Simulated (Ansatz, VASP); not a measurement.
**PbS: VASP beside Ansatz**

The input POSCAR:

```
PbS
1.0
    0.0000000000      2.8760500000      2.9650000000
    2.8760500000      0.0000000000      2.9650000000
    2.8760500000      2.8760500000      0.0000000000
Pb S
1 1
Direct
    0.0000000000      0.0000000000      0.0000000000
    0.5000000000      0.5000000000      0.5000000000
```

Contents of INCAR.step1:

```
SYSTEM = PbS
  PREC = Accurate
  ENCUT = 520
  ISMEAR = 0
  SIGMA = 0.05
  LREAL = .FALSE.
  LASPH = .TRUE.
  NELM = 60
  NBANDS = 17
  GGA = PE
  ALGO = Normal
  EDIFF = 1E-4
  LWAVE = .TRUE.
  LCHARG = .FALSE.
```

File INCAR.step2:

```
SYSTEM = PbS
  PREC = Accurate
  ENCUT = 520
  EDIFF = 1E-7
  ISMEAR = 0
  SIGMA = 0.05
  LREAL = .FALSE.
  LASPH = .TRUE.
  NELM = 60
  ALGO = Normal
  ISIF = 2
  LWAVE = .FALSE.
  LCHARG = .TRUE.
  METAGGA = R2SCAN
  LMIXTAU = .TRUE.
  LELF = .TRUE.
  LVHAR = .TRUE.
  NBANDS = 17
  ISTART = 1
```

The input KPOINTS:

```
Automatic mesh
0
G
  8 8 8
  0 0 0
```

Input for Ansatz:

```yaml
crystal:
  lattice:
    - [0.0, 2.87605, 2.965]
    - [2.87605, 0.0, 2.965]
    - [2.87605, 2.87605, 0.0]
  atoms:
    - { symbol: Pb, position: [0.0, 0.0, 0.0] }
    - { symbol: S, position: [0.5, 0.5, 0.5] }
basis:
  ecutwfc: 500
kpoints:
  mp_grid: { grid: [8, 8, 8] }
hamiltonian:
  xc: r2scan
scf:
  occupations: { method: gaussian, width: 0.05 }
output:
  forces: true
  stress: true
  eigenvalues: true
```

Change from the starting cell: strain -0.030 along x and y, +0.000 along z, atoms carried along.

Alike in both runs: task single point; functional r2SCAN; k mesh 8 × 8 × 8; occupations gaussian, width 0.05 eV; no spin polarisation.

```csv
,VASP,Ansatz
version,VASP 6.6.1,Ansatz 0.2.0
potentials or method,"VASP PAW PBE potentials, release 64 (Pb_d, S), cutoff 520 eV","scalar-relativistic, plane waves, PAW"
valence electrons in the cell,20,20
```

Ansatz gave:

| Property | Result |
| --- | --- |
| gap on the k mesh at the Fermi level (eV) | 0.32 |
| least direct gap on the mesh (eV) | 0.32 |
| pressure (GPa) | 5.9 |
| traceless stress, the component that is largest in VASP (GPa) | -3.42 |

What did VASP give for the same quantities?

gap on the k mesh at the Fermi level (eV): 0.33; least direct gap on the mesh (eV): 0.33; pressure (GPa): 5.9; traceless stress, the component that is largest in VASP (GPa): -3.44.

VASP's potentials were made for PBE, not for r2SCAN.

Neither program's run includes spin-orbit coupling.
